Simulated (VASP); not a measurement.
Runs of VASP 6.6.1 on TePb. The structure is that of space group Immm (No. 71), or close to it. The cells are those of the table. 

| cell | gap on the mesh (eV) | pressure (GPa) |
| --- | --- | --- |
| a = 4.566, b = 4.763 Å, angles 58.6, 57.1, 58.6°, 2 atoms | 0.22 | 2.3 |
| a = 4.565, b = 4.735 Å, angles 58.8, 57.5, 58.8°, 2 atoms | 0.30 | 2.3 |
| a = 4.565, b = 4.706 Å, angles 59.0, 57.9, 59.0°, 2 atoms | (a) | 2.3 |
| a = 4.567, b = 4.335 Å, angles 61.7, 63.3, 61.7°, 2 atoms | 0.14 | 2.3 |

Alike in all rows: task single point; level PBE; potentials or basis VASP PAW PBE potentials, release 64 (Te, Pb_d); no spin polarisation; k mesh 8 × 8 × 8; cutoff (eV) 520; smearing gaussian 0.05 eV.

Q: Estimate the missing entries.

A: (a) 0.38.

Caveats: spin-orbit coupling is left out, which moves the levels of the heavy elements.

A k mesh can miss the band edges, and the runs leave out spin-orbit coupling on Pb, Te.
